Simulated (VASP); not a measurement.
# Ti4C in VASP: a series of runs

Runs on Ti4C. Level: r2SCAN. Tasks: single point.

All numbers are computed with VASP 6.6.1; they aren't measurements. Logs are shortened: lines on timing, memory, paths and dates and some standing lists are left out, and cuts for length are marked.

## 1. The cell of the first run

The cell holds a slab with vacuum, 5 atoms: a = 2.936 Å, b = 2.936 Å, c = 25.954 Å, α = 90.00°, β = 90.00°, γ = 120.00°.

## 2. Single point, r2SCAN

Contents of POSCAR:

```
Ti4C
1.0
    2.9357969433      0.0000000000      0.0000000000
   -1.4678984717      2.5424747333      0.0000000000
    0.0000000000      0.0000000000     25.9542893605
Ti C
4 1
Direct
    0.6666666667      0.3333333333      0.3274988531
    0.3333333333      0.6666666667      0.4168134331
    0.6666666667      0.3333333333      0.5062356155
    0.3333333333      0.6666666667      0.5949465379
    0.3333333333      0.6666666667      0.6706764154
```

Contents of INCAR.step1:

```
SYSTEM = Ti4C
PREC     = Accurate       ! precision mode
ENCUT    = 520            ! plane-wave cutoff, eV
ISMEAR   = 0              ! smearing method
SIGMA    = 0.1            ! smearing width, eV
LREAL    = .FALSE.        ! projectors in reciprocal space
LASPH    = .TRUE.         ! aspherical terms in the spheres
NELM     = 80             ! most SCF steps
LDIPOL   = .TRUE.       
IDIPOL   = 3            
DIPOL    = 0.5 0.5 0.503
NBANDS   = 34             ! bands
GGA      = PE             ! functional
ALGO     = Normal         ! electronic algorithm
EDIFF    = 1E-4           ! SCF threshold, eV
LWAVE    = .TRUE.         ! write WAVECAR
LCHARG   = .FALSE.        ! write CHGCAR
```

Contents of INCAR.step2:

```
SYSTEM = Ti4C
PREC     = Accurate       ! precision mode
ENCUT    = 520            ! plane-wave cutoff, eV
EDIFF    = 1E-6           ! SCF threshold, eV
ISMEAR   = 0              ! smearing method
SIGMA    = 0.1            ! smearing width, eV
LREAL    = .FALSE.        ! projectors in reciprocal space
LASPH    = .TRUE.         ! aspherical terms in the spheres
NELM     = 80             ! most SCF steps
ALGO     = Normal         ! electronic algorithm
ISIF     = 2              ! what is computed and relaxed
LWAVE    = .FALSE.        ! write WAVECAR
LCHARG   = .TRUE.         ! write CHGCAR
LDIPOL   = .TRUE.       
IDIPOL   = 3            
DIPOL    = 0.5 0.5 0.503
METAGGA  = R2SCAN         ! meta-GGA
LMIXTAU  = .TRUE.       
LELF     = .TRUE.         ! ELF
LVHAR    = .TRUE.       
LVACPOTAV= .TRUE.       
NBANDS   = 34             ! bands
ISTART   = 1
```

Contents of KPOINTS:

```
Automatic mesh
0
G
  12 12 1
  0 0 0
```

Potentials or basis: VASP PAW PBE potentials, release 64 (Ti_sv, C).

Started as:

```bash
$ cat potpaw_PBE.64/Ti_sv/POTCAR potpaw_PBE.64/C/POTCAR > POTCAR
$ cp INCAR.step1 INCAR
$ mpirun -np 1 vasp_std > vasp.out
$ cp INCAR.step2 INCAR
$ mpirun -np 1 vasp_std > vasp.out
```

OUTCAR:

```text
SYSTEM = Ti4C
   PREC = Accurate
   ENCUT = 520
   EDIFF = 1E-6
   ISMEAR = 0
   LREAL = .FALSE.
   LASPH = .TRUE.
   NELM = 80
   ISIF = 2
   METAGGA = R2SCAN
   ISTART = 1

 ion  position               nearest neighbor table
   1  0.667  0.333  0.327-   2 2.87   2 2.87   2 2.87
   2  0.333  0.667  0.417-   1 2.87   1 2.87   1 2.87   3 2.87   3 2.87   3 2.87
   3  0.667  0.333  0.506-   4 2.86   4 2.86   4 2.86   2 2.87   2 2.87   2 2.87
   4  0.333  0.667  0.595-   5 1.97   3 2.86   3 2.86   3 2.86
   5  0.333  0.667  0.671-   4 1.97

  LATTYP: Found a hexagonal cell.
 ALAT       =     2.9357969433
 C/A-ratio  =     8.8406282389

  Lattice vectors:

 A1 = (   2.9357969433,   0.0000000000,   0.0000000000)
 A2 = (  -1.4678984717,   2.5424747333,   0.0000000000)
 A3 = (   0.0000000000,   0.0000000000,  25.9542893605)

Analysis of symmetry for initial positions (statically):
=====================================================================
 Subroutine PRICEL returns:
 Original cell was already a primitive cell.

 Routine SETGRP: Setting up the symmetry group for a
 hexagonal supercell.

 Subroutine GETGRP returns: Found  6 space group operations
 (whereof  6 operations were pure point group operations)
 out of a pool of 24 trial point group operations.

The static configuration has the point symmetry C_3v.

Analysis of symmetry for dynamics (positions and initial velocities):
=====================================================================
 Subroutine PRICEL returns:
 Original cell was already a primitive cell.

 Routine SETGRP: Setting up the symmetry group for a
 hexagonal supercell.

 Subroutine GETGRP returns: Found  6 space group operations
 (whereof  6 operations were pure point group operations)
 out of a pool of 24 trial point group operations.

The dynamic configuration has the point symmetry C_3v.

 Subroutine INISYM returns: Found  6 space group operations
 (whereof  6 operations are pure point group operations),
 and found     1 'primitive' translations

----------------------------------------------------------------------------------------

                                     Primitive cell

  volume of cell :     193.7277

  direct lattice vectors                    reciprocal lattice vectors
     2.935796943  0.000000000  0.000000000     0.340623013  0.196658788  0.000000000
    -1.467898472  2.542474733  0.000000000     0.000000000  0.393317576  0.000000000
     0.000000000  0.000000000 25.954289360     0.000000000  0.000000000  0.038529277

  length of vectors
     2.935796943  2.935796943 25.954289360     0.393317576  0.393317576  0.038529277

  position of ions in fractional coordinates (direct lattice)
     0.666666667  0.333333333  0.327498853
     0.333333333  0.666666667  0.416813433
     0.666666667  0.333333333  0.506235616
     0.333333333  0.666666667  0.594946538
     0.333333333  0.666666667  0.670676415

  ion indices of the primitive-cell ions
   primitive index   ion index
                 1           1
                 2           2
                 3           3
                 4           4
                 5           5

----------------------------------------------------------------------------------------

 KPOINTS: Automatic mesh

Automatic generation of k-mesh.
 Grid dimensions read from file:
 generate k-points for:   12   12    1

 Generating k-lattice:

  Cartesian coordinates                     Fractional coordinates (reciprocal lattice)
     0.028385251  0.016388232  0.000000000     0.083333333  0.000000000  0.000000000
     0.000000000  0.032776465  0.000000000     0.000000000  0.083333333  0.000000000
     0.000000000  0.000000000  0.038529277     0.000000000  0.000000000  1.000000000

  Length of vectors
     0.032776465  0.032776465  0.038529277

  Shift w.r.t. Gamma in fractional coordinates (k-lattice)
     0.000000000  0.000000000  0.000000000

 Subroutine IBZKPT returns following result:
 ===========================================

 Found     19 irreducible k-points:

 Following reciprocal coordinates:
            Coordinates               Weight
  0.000000  0.000000  0.000000      1.000000
  0.083333 -0.000000  0.000000      6.000000
  0.166667 -0.000000  0.000000      6.000000
  0.250000  0.000000  0.000000      6.000000
  0.333333  0.000000  0.000000      6.000000
  0.416667 -0.000000  0.000000      6.000000
[... 11 lines left out ...]
  0.333333  0.250000  0.000000     12.000000
  0.333333  0.333333  0.000000      2.000000
   k-points           NKPTS =     19   k-points in BZ     NKDIM =     19   number of bands    NBANDS=     34
   number of dos      NEDOS =    301   number of ions     NIONS =      5
   total plane-waves  NPLWV = 112896
   dimension x,y,z NGX =    24 NGY =   24 NGZ =  196
   dimension x,y,z NGXF=    48 NGYF=   48 NGZF=  392
   ions per type =               4   1
   NGX,Y,Z   is equivalent  to a cutoff of  13.59, 13.59, 12.55 a.u.
   NGXF,Y,Z  is equivalent  to a cutoff of  27.18, 27.18, 25.11 a.u.
 SYSTEM =  Ti4C
   PREC   = accura    normal or accurate (medium, high low for compatibility)
   ISTART =      1    job   : 0-new  1-cont  2-samecut
   ICHARG =      0    charge: 1-file 2-atom 10-const
   ISPIN  =      1    spin polarized calculation?
   LNONCOLLINEAR =      F non collinear calculations
   LSORBIT =      F    spin-orbit coupling
   LASPH  =      T    aspherical Exc in radial PAW
   ENCUT  =  520.0 eV  38.22 Ry    6.18 a.u.   5.46  5.46 48.26*2*pi/ulx,y,z
   NELM   =     80;   NELMIN=  2; NELMDL=  0     # of ELM steps
   EDIFF  = 0.1E-05   stopping-criterion for ELM
   LREAL  =      F    real-space projection
   EDIFFG = 0.1E-04   stopping-criterion for IOM
   NSW    =      0    number of steps for IOM
   IBRION =     -1    ionic relax: 0-MD 1-quasi-New 2-CG
   NFREE  =      0    steps in history (QN), initial steepest desc. (CG)
   ISIF   =      2    stress and relaxation
   ISYM   =      2    0-nonsym 1-usesym 2-fastsym
   POTIM  = 0.5000    time-step for ionic-motion
   TEBEG  =    0.0;   TEEND  =   0.0 temperature during run
   PSTRESS=    0.0 pullay stress
   NELECT =      52.0000    total number of electrons
   NUPDOWN=      -1.0000    fix difference up-down
   EMIN   =  10.00;   EMAX   =-10.00  energy-range for DOS
   EFERMI =   0.00;   METHOD = LEGACY
   ISMEAR =     0;   SIGMA  =   0.10  broadening in eV -4-tet -1-fermi 0-gaus
   EFERMI_NEDOS =   21; number of points for ismear=-14 and -15
   IALGO  =     38    algorithm
   IMIX   =      4    mixing-type and parameters
     AMIX     =   0.40;   BMIX     =  1.00
     AMIX_MAG =   1.60;   BMIX_MAG =  1.00
  volume/ion in A,a.u.               =      38.75       261.47
  Fermi-wavevector in a.u.,A,eV,Ry     =   1.056036  1.995618 15.173378  1.115212
  Thomas-Fermi vector in A             =   2.191257
   LORBIT       =      0    0 simple, 1 ext, 2 COOP (PROOUT), +10 PAW based schemes
   METAGGA = R2SCAN    functional components
   LHFCALC =     F    Hartree Fock is set to
   AEXX    =    0.0000 exact exchange contribution
   IVDW    =     0    specifies the selected vdW correction
   LEPSILON=     F    determine dielectric tensor
   LRPA    =     F    only Hartree local field effects (RPA)
 non-spin polarized calculation
 Gauss-broadening in eV      SIGMA  =   0.10
  energy-cutoff  :      520.00
  volume of cell :      193.73
 maximum number of plane-waves:      5301
 NGX is ok and might be reduce to    24
   NGX = 11   NGY = 11   NGZ = 97

 number of electron      51.9999995 magnetization

 dipolmoment           0.000000      0.000000      0.114639 electrons x Angstroem

 Free energy of the ion-electron system (eV)
  ---------------------------------------------------
  ext. energy  EPLUGINS =         0.00000000
  ---------------------------------------------------
  free energy    TOTEN  =       -55.31446855 eV

  energy without entropy =      -55.27246654  energy(sigma->0) =      -55.29346755

 E-fermi :  -0.4233     XC(G=0):  -5.7119

 val. band max:       -0.4242328513   @ k =   0.3333   0.1667   0.0000
 cond. band min:      -0.4125596211   @ k =   0.4167   0.1667   0.0000
 fundamental gap:      0.0116732302
 Fermi energy:        -0.4232668396

 k-point     1 :       0.0000    0.0000    0.0000
  band No.  band energies     occupation
      1     -59.7267      2.00000
      2     -59.4850      2.00000
      3     -59.3996      2.00000
      4     -59.0808      2.00000
      5     -35.1121      2.00000
      6     -34.8366      2.00000
[... 26 lines left out ...]
     33       1.0145      0.00000
     34       1.0145      0.00000

 k-point     2 :       0.0833   -0.0000    0.0000
  band No.  band energies     occupation
      1     -59.7213      2.00000
      2     -59.4792      2.00000
      3     -59.3953      2.00000
      4     -59.0760      2.00000
      5     -35.1025      2.00000
      6     -34.8327      2.00000
[... 26 lines left out ...]
     33       0.9791      0.00000
     34       1.1055      0.00000

 k-point     3 :       0.1667   -0.0000    0.0000
  band No.  band energies     occupation
      1     -59.7067      2.00000
      2     -59.4634      2.00000
      3     -59.3836      2.00000
      4     -59.0628      2.00000
      5     -35.0770      2.00000
      6     -34.8309      2.00000
[... 26 lines left out ...]
     33       1.1435      0.00000
     34       1.2840      0.00000
[... 519 lines left out ...]
 k-point    18 :       0.3333    0.2500    0.0000
  band No.  band energies     occupation
      1     -59.6388      2.00000
      2     -59.3885      2.00000
      3     -59.3312      2.00000
      4     -59.0018      2.00000
      5     -35.0451      2.00000
      6     -34.9895      2.00000
[... 26 lines left out ...]
     33       1.4470      0.00000
     34       2.1125      0.00000

 k-point    19 :       0.3333    0.3333    0.0000
  band No.  band energies     occupation
      1     -59.6361      2.00000
      2     -59.3854      2.00000
      3     -59.3292      2.00000
      4     -58.9993      2.00000
      5     -34.9972      2.00000
      6     -34.9804      2.00000
[... 26 lines left out ...]
     33       1.4489      0.00000
     34       2.1634      0.00000

------------------------ aborting loop because EDIFF is reached ----------------------------------------

  FORCE on cell =-STRESS in cart. coord.  units (eV):
  Direction    XX          YY          ZZ          XY          YZ          ZX
  --------------------------------------------------------------------------------------
  -------------------------------------------------------------------------------------
  Total       -2.3087177     -2.3087177     -0.8986513      0.0000000      0.0000000     -0.0000000
  in kB      -19.0936786    -19.0936786     -7.4320730      0.0000000      0.0000000     -0.0000000
  external PRESSURE =     -15.2064767 kB  Pullay stress =       0.0000000 kB

 VOLUME and BASIS-vectors are now :
 -----------------------------------------------------------------------------
  energy-cutoff  :      520.00
  volume of cell :      193.73
      direct lattice vectors                 reciprocal lattice vectors
     2.935796943  0.000000000  0.000000000     0.340623013  0.196658788  0.000000000
    -1.467898472  2.542474733  0.000000000     0.000000000  0.393317576  0.000000000
     0.000000000  0.000000000 25.954289360     0.000000000  0.000000000  0.038529277

 POSITION                                       TOTAL-FORCE (eV/Angst)
 -----------------------------------------------------------------------------------
      1.46790      0.84749      8.50000        -0.000000     -0.000000      0.494732
     -0.00000      1.69498     10.81810         0.000000     -0.000000     -0.527721
      1.46790      0.84749     13.13899        -0.000000      0.000000      0.008088
     -0.00000      1.69498     15.44141        -0.000000      0.000000     -0.050023
     -0.00000      1.69498     17.40693         0.000000     -0.000000      0.074924
 -----------------------------------------------------------------------------------
    total drift:                               -0.000000      0.000000      0.001907

  FREE ENERGIE OF THE ION-ELECTRON SYSTEM (eV)
  ---------------------------------------------------
  free  energy   TOTEN  =       -55.3144685546 eV

  energy  without entropy=      -55.2724665359  energy(sigma->0) =      -55.29346755

 vacuum level on the upper side and lower side of the slab         7.035         4.257
```

Wall time 16 min (1 thread of Intel Xeon Platinum 8488C (Sapphire Rapids), shared host); peak memory 0.41 GiB.

What came out:

* Free energy: -55.3145 eV
* Largest force: 0.528 eV/Å
* Band gap on the k mesh: zero (bands 26 and 27 overlap by 1.08 eV)

Forces in eV/Å, atoms in the order of the input:
```
Ti   0.000  0.000  0.495
Ti   0.000  0.000 -0.528
Ti   0.000  0.000  0.008
Ti   0.000  0.000 -0.050
C    0.000  0.000  0.075
```

Caveat: the PAW data sets were made with another functional, which shifts forces and pressure a little.

(Part 1 of 2 ends here.)
